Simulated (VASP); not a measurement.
# GaP (I-4m2) in VASP: dielectric tensor with r2SCAN

Aim: the dielectric tensor of GaP with r2SCAN.

All numbers are computed with VASP 6.6.1; they aren't measurements. Logs are shortened: lines on timing, memory, paths and dates and some standing lists are left out, and cuts for length are marked.

## (1) The cell of the first run

The structure is tetragonal, space group I-4m2 (No. 119). Conventional cell: a = 3.854 Å, b = 3.854 Å, c = 5.233 Å, α = 90.00°, β = 90.00°, γ = 90.00°. Within 3.1 Å of Ga (site symmetry -4m2) lie 4 P at 2.33 Å. Within 3.1 Å of P (site symmetry -4m2) lie 4 Ga at 2.33 Å.

## (2) Dielectric tensor, r2SCAN (uniaxial z strain -4.0%)

Contents of INCAR:

```
  PREC = Accurate
  ENCUT = 520
  EDIFF = 1E-8
  ISMEAR = 0
  SIGMA = 0.01
  LREAL = False
  LASPH = True
  NELM = 60
  ALGO = Normal
  ISIF = 2
  LWAVE = False
  LCHARG = False
  METAGGA = R2SCAN
  LMIXTAU = True
  LCALCEPS = True
```

Contents of KPOINTS:

```
regular mesh
0
Gamma
  6 6 6
```

Contents of POSCAR:

```
GaP
1.0
    0.0000000000      2.7253992874      2.6163833159
    2.7253992874      0.0000000000      2.6163833159
    2.7253992874      2.7253992874      0.0000000000
Ga P
1 1
Direct
    0.0000000000      0.0000000000      0.0000000000
    0.2500000000      0.2500000000      0.2500000000
```

Potentials or basis: VASP PAW PBE potentials, release 64 (Ga_d, P).

Started as:

```console
$ cat potpaw_PBE.64/Ga_d/POTCAR potpaw_PBE.64/P/POTCAR > POTCAR
$ mpirun -np 1 vasp_std > vasp.out
```

OUTCAR:

```text
PREC = Accurate
   ENCUT = 520
   EDIFF = 1E-8
   ISMEAR = 0
   LREAL = False
   LASPH = True
   NELM = 60
   ISIF = 2
   METAGGA = R2SCAN

 ion  position               nearest neighbor table
   1  0.000  0.000  0.000-   2 2.33   2 2.33   2 2.33   2 2.33
   2  0.250  0.250  0.250-   1 2.33   1 2.33   1 2.33   1 2.33

  LATTYP: Found a body centered tetragonal cell.
 ALAT       =     3.8542966351
 C/A-ratio  =     1.3576450199

  Lattice vectors:

 A1 = (   0.0000000000,  -2.7253992874,  -2.6163833159)
 A2 = (   0.0000000000,   2.7253992874,  -2.6163833159)
 A3 = (   2.7253992874,   0.0000000000,   2.6163833159)

Analysis of symmetry for initial positions (statically):
=====================================================================
 Subroutine PRICEL returns:
 Original cell was already a primitive cell.

 Routine SETGRP: Setting up the symmetry group for a
 body centered tetragonal supercell.

 Subroutine GETGRP returns: Found  8 space group operations
 (whereof  8 operations were pure point group operations)
 out of a pool of 16 trial point group operations.

The static configuration has the point symmetry D_2d.

Analysis of symmetry for dynamics (positions and initial velocities):
=====================================================================
 Subroutine PRICEL returns:
 Original cell was already a primitive cell.

 Routine SETGRP: Setting up the symmetry group for a
 body centered tetragonal supercell.

 Subroutine GETGRP returns: Found  8 space group operations
 (whereof  8 operations were pure point group operations)
 out of a pool of 16 trial point group operations.

The dynamic configuration has the point symmetry D_2d.

 Subroutine INISYM returns: Found  8 space group operations
 (whereof  8 operations are pure point group operations),
 and found     1 'primitive' translations

----------------------------------------------------------------------------------------

                                     Primitive cell

  volume of cell :      38.8680

  direct lattice vectors                    reciprocal lattice vectors
     0.000000000  2.725399287  2.616383316    -0.183459357  0.183459357  0.191103497
[... 134 lines left out ...]

 E-fermi :   5.1443     XC(G=0): -10.7484

 val. band max:        5.0515538049   @ k =   0.0000   0.0000   0.0000
 cond. band min:   10000.0000000000   @ k =   0.0000   0.0000   0.0000
 fundamental gap:   9994.9484461951
 Fermi energy:         5.1442536335

 k-point     1 :       0.0000    0.0000    0.0000
  band No.  band energies     occupation
      1     -10.1797      2.00000
      2     -10.1779      2.00000
      3     -10.1669      2.00000
      4     -10.0517      2.00000
      5     -10.0457      2.00000
      6      -8.4467      2.00000
      7       4.8170      2.00000
      8       4.8171      2.00000
      9       5.0516      2.00000
     10   10000.0000      0.00000
     11   10000.0000      0.00000
     12   10000.0000      0.00000
     13   10000.0000      0.00000
[... 354 lines left out ...]
  band No.  band energies     occupation
      1     -10.3082      2.00000
      2     -10.1131      2.00000
      3     -10.1043      2.00000
      4     -10.0758      2.00000
      5     -10.0309      2.00000
      6      -5.5825      2.00000
      7      -1.7717      2.00000
      8       1.3146      2.00000
      9       2.3858      2.00000
     10   10000.0000      0.00000
     11   10000.0000      0.00000
     12   10000.0000      0.00000
     13   10000.0000      0.00000

 [... further k-points ...]

------------------------ aborting loop because EDIFF is reached ----------------------------------------

            Ionic dipole moment: p[ion]=(     6.81350     6.81350     6.54096 ) |e| Angst

 Total electronic dipole moment: p[elc]=(     0.00966     0.00966     0.02566 ) |e| Angst

 MACROSCOPIC STATIC DIELECTRIC TENSOR (including local field effects)
 ------------------------------------------------------
           9.021493     0.000000     0.000000
           0.000000     9.021493     0.000000
           0.000000     0.000000     8.630855
 ------------------------------------------------------

 PIEZOELECTRIC TENSOR (including local field effects) (e Angst)
          XX          YY          ZZ          XY          YZ          ZX
  --------------------------------------------------------------------------------
  x     0.00000     0.00000     0.00000     0.00000    -1.83330     0.00000
  y     0.00000     0.00000     0.00000     0.00000     0.00000    -1.83328
  z     0.00000     0.00000     0.00000    -1.96243     0.00000     0.00000

 PIEZOELECTRIC TENSOR (including local field effects) (C/m^2)
          XX          YY          ZZ          XY          YZ          ZX
  --------------------------------------------------------------------------------
  x     0.00000     0.00000     0.00000     0.00000    -0.75571     0.00000
  y     0.00000     0.00000     0.00000     0.00000     0.00000    -0.75570
  z     0.00000     0.00000     0.00000    -0.80893     0.00000     0.00000

 BORN EFFECTIVE CHARGES (including local field effects) (in |e|, cummulative output)
 ---------------------------------------------------------------------------------
 ion    1
    1     2.16770     0.00000     0.00000
    2     0.00000     2.16770     0.00000
    3     0.00000     0.00000     1.99119
 ion    2
    1    -2.16770     0.00000     0.00000
    2     0.00000    -2.16770     0.00000
    3     0.00000     0.00000    -1.99119

  FORCE on cell =-STRESS in cart. coord.  units (eV):
  Direction    XX          YY          ZZ          XY          YZ          ZX
  --------------------------------------------------------------------------------------
  -------------------------------------------------------------------------------------
  Total        0.6937931      0.6937931      1.4485054      0.0000000      0.0000000     -0.0000000
  in kB       28.5988732     28.5988732     59.7088968      0.0000000      0.0000000     -0.0000000
  external PRESSURE =      38.9688811 kB  Pullay stress =       0.0000000 kB

 VOLUME and BASIS-vectors are now :
 -----------------------------------------------------------------------------
  energy-cutoff  :      520.00
  volume of cell :       38.87
      direct lattice vectors                 reciprocal lattice vectors
     0.000000000  2.725399287  2.616383316    -0.183459357  0.183459357  0.191103497
     2.725399287  0.000000000  2.616383316     0.183459357 -0.183459357  0.191103497
     2.725399287  2.725399287  0.000000000     0.183459357  0.183459357 -0.191103497

 POSITION                                       TOTAL-FORCE (eV/Angst)
 -----------------------------------------------------------------------------------
      0.00000      0.00000      0.00000         0.000000      0.000000      0.000000
      1.36270      1.36270      1.30819        -0.000000     -0.000000     -0.000000
 -----------------------------------------------------------------------------------
    total drift:                               -0.000083     -0.000083     -0.000585

  FREE ENERGIE OF THE ION-ELECTRON SYSTEM (eV)
  ---------------------------------------------------
  free  energy   TOTEN  =       -21.4212742424 eV

  energy  without entropy=      -21.4212742424  energy(sigma->0) =      -21.42127424
```

OSZICAR:

```text
N       E                     dE             d eps       ncg     rms          rms(c)
DAV:   1     0.658017599574E+02    0.65802E+02   -0.97192E+03   788   0.207E+03
DAV:   2    -0.175782254572E+02   -0.83380E+02   -0.80199E+02   850   0.326E+02
[... 13 lines left out ...]
DMP:  10    -0.214212740418E+02   -0.19621E-06   -0.13445E-06   884   0.189E-06   0.284E-06
DMP:  11    -0.214212741360E+02   -0.94236E-07   -0.70142E-07   884   0.105E-06   0.135E-06
DMP:  12    -0.214212741870E+02   -0.51027E-07   -0.40507E-07   884   0.602E-07   0.790E-07
DMP:  13    -0.214212742173E+02   -0.30243E-07   -0.22348E-07   884   0.309E-07   0.480E-07
DMP:  14    -0.214212742339E+02   -0.16619E-07   -0.11720E-07   884   0.158E-07   0.260E-07
DMP:  15    -0.214212742424E+02   -0.84597E-08   -0.62137E-08   884   0.840E-08   0.137E-07
   1 F= -.21421274E+02 E0= -.21421274E+02  d E =-.125004E-41
```

Wall time 25 min (1 thread of Intel Xeon 6975P-C (Granite Rapids), shared host); peak memory 0.35 GiB.

Results:

```yaml
Band_gap_on_the_k_mesh: 1.47 eV (least direct gap 2.54 eV)
Electronic_dielectric_tensor_diagonal: 9.02, 9.02, 8.63
Born_charges_mean_of_the_diagonal: Ga +2.11; P -2.11 e
```

Electronic dielectric tensor:
```
9.02 0.00 0.00
0.00 9.02 0.00
0.00 0.00 8.63
```

Born effective charge tensors (e):
atom 1, Ga
```
2.17 0.00 0.00
0.00 2.17 0.00
0.00 0.00 1.99
```
atom 2, P
```
-2.17  0.00  0.00
 0.00 -2.17  0.00
 0.00  0.00 -1.99
```

Dipole moments of the cell (e·Å, modulo the quantum): ionic 6.814, 6.814, 6.541; electronic 0.010, 0.010, 0.026

Caveat: the cell differs from its parent crystal (uniaxial z strain -4.0%); the PAW data sets were made with another functional, which shifts forces and pressure a little.

The gap in the log of VASP goes by the Fermi energy; the results here count the filled bands.